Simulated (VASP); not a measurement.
A run of VASP 6.6.1:

File INCAR:

```
  ALGO = Fast
  EDIFF = 1E-6
  ENCUT = 520
  GGA = PS
  ISIF = 2
  ISMEAR = 0
  LASPH = True
  LCHARG = False
  LREAL = False
  LWAVE = False
  NBANDS = 22
  NELM = 100
  PREC = Accurate
  SIGMA = 0.15
```

The input KPOINTS:

```
k-points
0
Gamma
  24 24 14
```

The input POSCAR:

```
Rh
1.0
    2.7962855282      0.0000000000      0.0000000000
   -1.3981427641      2.4216543036      0.0000000000
    0.0000000000      0.0000000000      3.9826986242
Rh
2
Direct
    0.6666666667      0.3333333333      0.7500000000
    0.3333333333      0.6666666667      0.2500000000
```

Potentials or basis: VASP PAW PBE potentials, release 64 (Rh_pv).

Run with:

```bash
$ cat potpaw_PBE.64/Rh_pv/POTCAR > POTCAR
$ mpirun -np 1 vasp_std > vasp.out
```

Hardware: 1 thread of AMD EPYC 9R45 96-Core Processor (Zen 5) (shared host).

Problem. How long does it take, and how much memory?

Solution. It took 2.4 min on 1 thread of AMD EPYC 9R45 96-Core Processor (Zen 5), with other jobs on the host, peak memory 0.29 GiB. Counts: scf iterations 12, k points 488.
